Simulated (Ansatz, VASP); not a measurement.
Two plane-wave programs on SiC

Contents of INCAR:

```
SYSTEM = SiC
PREC = Accurate
ENCUT = 600
EDIFF = 1E-6
ISMEAR = 0
SIGMA = 0.05
LREAL = .False.
LASPH = .True.
NELM = 120
ALGO = Normal
ISIF = 2
LWAVE = .False.
LCHARG = .False.
GGA = PE
NBANDS = 26
GGA_COMPAT = .False.
```

The input KPOINTS:

```
Automatic mesh
0
Gamma
  10 10 3
  0 0 0
```

POSCAR

```
SiC
1.0
   -3.0759982064      0.0000000000      0.0000000000
   -1.5379991032     -2.6638925888      0.0000000000
    0.0000000000      0.0000000000     10.5960000000
Si C
4 4
Direct
    0.3333333333      0.3333333333      0.6229010948
    0.3333333333      0.3333333333      0.1464949037
    0.6666666667      0.6666666667      0.8611041903
    0.6666666667      0.6666666667      0.3846979992
    0.3333333333      0.3333333333      0.8063174783
    0.3333333333      0.3333333333      0.3299112873
    0.6666666667      0.6666666667      0.0917081918
    0.6666666667      0.6666666667      0.5681143828
```

Input for Ansatz:

```yaml
crystal:
  lattice:
    - [-3.0759982064, 0.0, 0.0]
    - [-1.5379991032, -2.6638925888, 0.0]
    - [0.0, 0.0, 10.596]
  atoms:
    - { symbol: Si, position: [0.3333333333, 0.3333333333, 0.6229010948] }
    - { symbol: Si, position: [0.3333333333, 0.3333333333, 0.1464949037] }
    - { symbol: Si, position: [0.6666666667, 0.6666666667, 0.8611041903] }
    - { symbol: Si, position: [0.6666666667, 0.6666666667, 0.3846979992] }
    - { symbol: C, position: [0.3333333333, 0.3333333333, 0.8063174783] }
    - { symbol: C, position: [0.3333333333, 0.3333333333, 0.3299112873] }
    - { symbol: C, position: [0.6666666667, 0.6666666667, 0.0917081918] }
    - { symbol: C, position: [0.6666666667, 0.6666666667, 0.5681143828] }
basis:
  ecutwfc: 420
kpoints:
  mp_grid: { grid: [10, 10, 3] }
hamiltonian:
  xc: pbe
scf:
  occupations: { method: gaussian, width: 0.05 }
output:
  forces: true
  stress: true
  eigenvalues: true
```

Alike in both runs: task single point; functional PBE; k mesh 10 × 10 × 3; occupations gaussian, width 0.05 eV; no spin polarisation.

```csv
,VASP,Ansatz
version,VASP 6.6.1,Ansatz 0.2.0
potentials or method,"VASP PAW PBE potentials, release 64 (Si, C), cutoff 600 eV","scalar-relativistic, plane waves, PAW"
valence electrons in the cell,32,32
```

|  | VASP | Ansatz | Ansatz less VASP |
| --- | --- | --- | --- |
| gap on the k mesh at the Fermi level (eV) | 2.21 | 2.21 | -0.003 |
| least direct gap on the mesh (eV) | 3.70 | 3.70 | -0.001 |
| pressure (GPa) | -0.8 | -0.6 | +0.17 |
| traceless stress, the component that is largest in VASP (GPa) | -10.80 | -10.76 | +0.039 |
| rms of the force components (eV/Å) | 0.653 | 0.654 | +0.0012 |

Atom by atom the forces differ by 0.003 eV/Å (rms over components). The functional is the same, so the differences come from potentials, cutoffs and numerics.
